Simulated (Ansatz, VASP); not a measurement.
**One calculation of CaSe, two programs**

```
Ca Se
1.0
     0.00000    3.23518    3.23518
     3.23518    0.00000    3.23518
     3.23518    3.23518    0.00000
Ca Se
1 1
Direct
  0.00000 0.00000 0.00000
  0.25000 0.25000 0.25000
```

Alike in both runs: task single point; functional r2SCAN; k mesh 6 × 6 × 6; occupations gaussian, width 0.05 eV; no spin polarisation.

```csv
,VASP,Ansatz
version,VASP 6.6.1,Ansatz 0.2.0
potentials or method,"VASP PAW PBE potentials, release 64 (Ca_sv, Se), cutoff 520 eV","scalar-relativistic, plane waves, PAW"
valence electrons in the cell,16,26
```

VASP gave:

```
gap on the k mesh at the Fermi level (eV) : 3.83
least direct gap on the mesh (eV)         : 3.93
pressure (GPa)                            : 1.8
```

Task: Which values does Ansatz return?

Result: gap on the k mesh at the Fermi level (eV): 3.84; least direct gap on the mesh (eV): 3.94; pressure (GPa): 1.6.

VASP's potentials were made for PBE, not for r2SCAN. The functional is the same, so the differences come from potentials, cutoffs and numerics. VASP's potentials hold 16 valence electrons a cell and Ansatz's 26, so a difference there can come from the potentials and not from the codes.
